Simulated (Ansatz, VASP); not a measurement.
Sn: VASP beside Ansatz

POSCAR

```
Sn
1.0
    0.0000000000      3.7467715091      2.4354014809
    3.7467715091      0.0000000000      2.4354014809
    3.7467715091      3.7467715091      0.0000000000
Sn
2
Direct
    0.5000000000      0.5000000000      0.5000000000
    0.7500000000      0.7500000000      0.7500000000
```

File INCAR.step1:

```
PREC = Accurate ; ENCUT = 520
ISMEAR = 0 ; SIGMA = 0.15
LREAL = F ; LASPH = T
NELM = 100 ; NBANDS = 21
GGA = PE ; ALGO = Normal
EDIFF = 1E-4 ; LWAVE = T
LCHARG = F
```

The input INCAR.step2:

```
PREC = Accurate ; ENCUT = 520
EDIFF = 1E-6 ; ISMEAR = 0
SIGMA = 0.15 ; LREAL = F
LASPH = T ; NELM = 100
ALGO = Normal ; ISIF = 2
LWAVE = F ; LCHARG = F
METAGGA = R2SCAN ; LMIXTAU = T
NBANDS = 21 ; ISTART = 1
```

File KPOINTS:

```
regular mesh
0
Gamma
  10 10 10
```

Input for Ansatz:

```yaml
crystal:
  lattice:
    - [0.0, 3.7467715091, 2.4354014809]
    - [3.7467715091, 0.0, 2.4354014809]
    - [3.7467715091, 3.7467715091, 0.0]
  atoms:
    - { symbol: Sn, position: [0.5, 0.5, 0.5] }
    - { symbol: Sn, position: [0.75, 0.75, 0.75] }
basis:
  ecutwfc: 500
kpoints:
  mp_grid: { grid: [10, 10, 10] }
hamiltonian:
  xc: r2scan
scf:
  occupations: { method: gaussian, width: 0.15 }
output:
  forces: true
  stress: true
  eigenvalues: true
```

Alike in both runs: task single point; functional r2SCAN; k mesh 10 × 10 × 10; occupations gaussian, width 0.15 eV; no spin polarisation.

|  | VASP | Ansatz |
| --- | --- | --- |
| version | VASP 6.6.1 | Ansatz 0.2.0 |
| potentials or method | VASP PAW PBE potentials, release 64 (Sn_d), cutoff 520 eV | scalar-relativistic, plane waves, PAW |
| valence electrons in the cell | 28 | 28 |

|  | VASP | Ansatz | Ansatz less VASP |
| --- | --- | --- | --- |
| gap on the k mesh at the Fermi level (eV) | none | none | - |
| pressure (GPa) | -1.2 | -1.2 | +0.03 |
| traceless stress, the component that is largest in VASP (GPa) | 2.69 | 2.71 | +0.018 |

VASP's potentials were made for PBE, not for r2SCAN. A gap of «none» marks a metal or a gap that the smearing closes. With one functional, cell and mesh, what is left measures potentials, basis and numerics.
